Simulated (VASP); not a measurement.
The system is Te.

```
Te
1.0
     1.87000    1.87000    1.87000
    -1.87000    1.87000    1.87000
    -1.87000   -1.87000    1.87000
Te
1
Direct
  0.00000 0.00000 0.00000
```

This isn't the form of Te at room conditions, which is trigonal, of chains.

- Program: VASP 6.6.1
- Task: relaxation of cell and atoms
- Functional: PBEsol
- Potentials or basis: VASP PAW PBE potentials, release 64 (Te)
- Cutoff: 600 eV
- k mesh: 9 × 9 × 9
- Occupations: fermi-dirac, width 0.02 eV
- Spin: no spin polarisation

At the start: pressure 2.5 GPa; volume 26.16 Å³/atom.

Question: How do energy, volume and symmetry change on relaxing?

Answer: Over 3 steps the energy falls by 8.9 meV/atom and the volume is 27.32 Å³/atom (+4.4 %); space group Im-3m (No. 229, to 0.1 Å) before and after.

The path:
```tsv
step	energy change (eV)	largest force (eV/Å)	pressure (GPa)	volume (Å³)
1	0.0000	0.0000	2.50	26.16
2	-0.0079	0.0000	-0.83	27.73
3	-0.0089	0.0000	0.05	27.32
```

Final structure:
```
Te
1.0
     1.89732    1.89732    1.89732
    -1.89732    1.89732    1.89732
    -1.89732   -1.89732    1.89732
Te
1
Direct
  0.00000 0.00000 0.00000
```

Caveat: the PAW data sets were made with another functional, which shifts forces and pressure a little.
